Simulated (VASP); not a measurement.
Crystal: Te.

```
Te
1.0
     4.51261    0.00000    0.00000
    -2.25631    3.90804    0.00000
     0.00000    0.00000    6.00196
Te
3
Direct
  0.73100 0.73100 0.00000
  0.00000 0.26900 0.66667
  0.26900 0.00000 0.33333
```

This cell differs from its parent crystal: volume scaled by 1.04.

Base run:

- Program: VASP 6.6.1
- Functional: PBEsol
- Potentials or basis: VASP PAW PBE potentials, release 64 (Te)
- Cutoff: 520 eV
- k mesh: 7 × 7 × 5
- Occupations: fermi-dirac, width 0.05 eV
- Spin: no spin polarisation

Its results: band gap on the k mesh 0.60 eV, indirect (least direct gap 0.74 eV); pressure -2.6 GPa; largest force 0.073 eV/Å.

Task: The run is repeated on the same cell with these changes: functional from PBEsol to LDA; potentials or basis from VASP PAW PBE potentials, release 64 (Te) to VASP PAW LDA potentials, release 64 (Te). What comes out?

Result: Band gap on the k mesh 0.58 eV, indirect (least direct gap 0.72 eV); pressure -3.5 GPa; largest force 0.108 eV/Å.

Caveats: spin-orbit coupling is left out, which moves the levels of the heavy elements; the PAW data sets were made with another functional, which shifts forces and pressure a little (some runs).

A k mesh can miss the band edges.
